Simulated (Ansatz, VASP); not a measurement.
**One calculation of Bi2Te3, two programs**

File INCAR:

```
SYSTEM = Bi2Te3
ALGO = Normal
EDIFF = 1E-7
ENCUT = 520
GGA = PE
ISIF = 2
ISMEAR = 0
LASPH = .True.
LCHARG = .False.
LREAL = .False.
LWAVE = .False.
NBANDS = 32
NELM = 80
PREC = Accurate
SIGMA = 0.01
```

The input KPOINTS:

```
k-points
0
Gamma
  6 6 6
  0 0 0
```

The input POSCAR:

```
Bi2Te3
1.0
    2.2002857678      1.2703355800     10.1994398971
   -2.2002857678      1.2703355800     10.1994398971
    0.0000000000     -2.5406711600     10.1994398971
Bi Te
2 3
Direct
    0.4000000000      0.4000000000      0.4000000000
    0.6000000000      0.6000000000      0.6000000000
    0.0000000000      0.0000000000      0.0000000000
    0.2095000000      0.2095000000      0.2095000000
    0.7905000000      0.7905000000      0.7905000000
```

Input for Ansatz:

```yaml
crystal:
  lattice:
    - [2.200285767807802, 1.2703355800039817, 10.199439897072105]
    - [-2.200285767807802, 1.2703355800039817, 10.199439897072105]
    - [0.0, -2.5406711600079634, 10.199439897072105]
  atoms:
    - { symbol: Bi, position: [0.4, 0.4, 0.4] }
    - { symbol: Bi, position: [0.6, 0.6, 0.6] }
    - { symbol: Te, position: [0.0, 0.0, 0.0] }
    - { symbol: Te, position: [0.2095, 0.2095, 0.2095] }
    - { symbol: Te, position: [0.7905, 0.7905, 0.7905] }
basis:
  ecutwfc: 500.0
kpoints:
  mp_grid:
    grid: [6, 6, 6]
hamiltonian:
  xc: pbe
scf:
  occupations:
    method: fixed
output:
  stress: true
```

Alike in both runs: task single point; functional PBE; k mesh 6 × 6 × 6; no spin polarisation.

```csv
,VASP,Ansatz
version,VASP 6.6.1,Ansatz 0.2.0
potentials or method,"VASP PAW PBE potentials, release 64 (Bi_d, Te), cutoff 520 eV","plane waves, PAW"
occupations,"gaussian, width 0.01 eV",fixed
valence electrons in the cell,48,78
```

Ansatz gave:

- pressure (GPa): 1.4
- traceless stress, the component that is largest in VASP (GPa): -0.14

Problem. Estimate VASP's values.

Solution. Pressure (GPa): 1.3; traceless stress, the component that is largest in VASP (GPa): -0.14.

VASP's potentials hold 48 valence electrons a cell and Ansatz's 78, so a difference there can come from the potentials and not from the codes.

Neither program's run includes spin-orbit coupling.
